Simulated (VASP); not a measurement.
SrFe3:

```
Sr Fe
1.0
     3.99511    0.00000    0.00000
     0.00000    3.99511    0.00000
     0.00000    0.00000    3.99511
Sr Fe
1 3
Cartesian
  0.0000 0.0000 0.0000
  0.0000 1.9976 1.9976
  1.9976 0.0000 1.9976
  1.9976 1.9976 0.0000
```

* Program: VASP 6.6.1
* Task: relaxation of cell and atoms
* Functional: PBE
* Potentials or basis: VASP PAW PBE potentials, release 64 (Sr_sv, Fe)
* Cutoff: 600 eV
* k mesh: 4 × 4 × 4
* Occupations: gaussian, width 0.1 eV
* Spin: collinear spin, ferromagnetic start
* Starting moments: [0.0, 2.83, 2.83, 2.83] μB

At the start: pressure 6.4 GPa; volume 15.94 Å³/atom.

Question: Where does the relaxation end?

Answer: Over 3 steps the energy falls by 24.5 meV/atom and the volume is 17.23 Å³/atom (+8.1 %); space group Pm-3m (No. 221, to 0.05 Å); moment 7.50 μB per cell.

The path:
```csv
step,energy change (eV),largest force (eV/Å),pressure (GPa),volume (Å³)
1,0.0000,0.0000,6.41,63.77
2,-0.0951,0.0000,-0.93,69.83
3,-0.0978,0.0000,0.00,68.91
```

Final structure:
```cif
data_structure
_symmetry_space_group_name_H-M 'P 1'
_symmetry_Int_Tables_number 1
_cell_length_a 4.0998
_cell_length_b 4.0998
_cell_length_c 4.0998
_cell_angle_alpha 90.000
_cell_angle_beta 90.000
_cell_angle_gamma 90.000
_cell_volume 68.91
loop_
_atom_site_label
_atom_site_type_symbol
_atom_site_fract_x
_atom_site_fract_y
_atom_site_fract_z
_atom_site_occupancy
Sr1 Sr 0.00000 0.00000 0.00000 1
Fe1 Fe 0.00000 0.50000 0.50000 1
Fe2 Fe 0.50000 0.00000 0.50000 1
Fe3 Fe 0.50000 0.50000 0.00000 1
```

Caveat: the k points lie up to 0.38 Å⁻¹ apart in the final cell.
